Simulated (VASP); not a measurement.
Runs of VASP 6.6.1 on NaI. The structure is cubic, space group F-43m (No. 216). Conventional cell: a = 7.086 Å, b = 7.086 Å, c = 7.086 Å, α = 90.00°, β = 90.00°, γ = 90.00°. Na (site symmetry -43m) has 4 I at 3.07 Å within 4.0 Å. Within 4.0 Å of I (site symmetry -43m) lie 4 Na at 3.07 Å. 

| level | smearing | grid for exact exchange (PRECFOCK) | share of exact exchange | screening parameter | gap on the mesh (eV) | pressure (GPa) |
| --- | --- | --- | --- | --- | --- | --- |
| PBE-based screened hybrid with 10 % exact exchange | gaussian 0.01 eV | Normal | 0.1 | 0.2078 1/Å | 4.21 | 0.3 |
| r2SCAN | methfessel-paxton 0.001 eV | - | - | - | 4.42 | -0.1 |
| r2SCAN | fermi-dirac 0.2 eV | - | - | - | 4.42 | -0.1 |
| r2SCAN | gaussian 0.01 eV | - | - | - | 4.42 | -0.1 |
| HSE06 | gaussian 0.01 eV | Normal | 0.25 | 0.2079 1/Å | (a) | 0.2 |
| r2SCAN | fermi-dirac 0.05 eV | - | - | - | 4.42 | -0.1 |

Alike in all rows: task single point; potentials or basis VASP PAW PBE potentials, release 64 (Na_pv, I); no spin polarisation; cell as given; k mesh 4 × 4 × 4; cutoff (eV) 520.

**Question.** Estimate the missing entries.

**Answer.** (a) 4.80.

Caveats: the structure was generated, so it needn't be the stable form of NaI; the PAW data sets were made with another functional, which shifts forces and pressure a little; spin-orbit coupling is left out, which moves the levels of the heavy elements.

A k mesh can miss the band edges, and the runs leave out spin-orbit coupling on I.
